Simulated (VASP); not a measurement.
Here is a VASP 6.6.1 calculation.

The input POSCAR:

```
BeS
1.0
    0.0000000000      2.5316784796      2.3555199058
    2.5316784796      0.0000000000      2.3555199058
    2.5316784796      2.5316784796      0.0000000000
Be S
1 1
Direct
    0.0000000000      0.0000000000      0.0000000000
    0.2500000000      0.2500000000      0.2500000000
```

File INCAR.step1:

```
PREC = Accurate ; ENCUT = 520
EDIFF = 1E-5 ; ISMEAR = 0
SIGMA = 0.01 ; LREAL = False
LASPH = True ; NELM = 100
ALGO = Normal ; ISIF = 2
LWAVE = True ; LCHARG = False
GGA = PE ; NBANDS = 11
```

The input INCAR.step2:

```
PREC = Accurate ; ENCUT = 520
EDIFF = 1E-6 ; ISMEAR = 0
SIGMA = 0.01 ; LREAL = False
LASPH = True ; NELM = 100
ALGO = Normal ; ISIF = 2
LWAVE = False ; LCHARG = False
GGA = PE ; LHFCALC = True
HFSCREEN = 0.2079 ; PRECFOCK = Normal
ISTART = 1 ; NBANDS = 11
```

KPOINTS

```
regular mesh
0
Gamma
  6 6 6
```

Potentials or basis: VASP PAW PBE potentials, release 64 (Be, S).

Launch:

```bash
$ cat potpaw_PBE.64/Be/POTCAR potpaw_PBE.64/S/POTCAR > POTCAR
$ cp INCAR.step1 INCAR
$ mpirun -np 1 vasp_std > vasp.out
$ cp INCAR.step2 INCAR
$ mpirun -np 1 vasp_std > vasp.out
```

Question: Estimate the band gap on the k mesh.

Answer: 3.63 eV, indirect (least direct gap 6.32 eV).

Question: What does it give for the pressure?

Answer: -5.1 GPa.

Stress tensor (GPa, compression positive):
```
-7.20  0.00  0.00
 0.00 -7.20  0.00
 0.00  0.00 -0.85
```

Caveat: the cell differs from its parent crystal (epitaxial xy strain +4.0%); the PAW data sets were made with another functional, which shifts forces and pressure a little. A k mesh can miss the band edges.
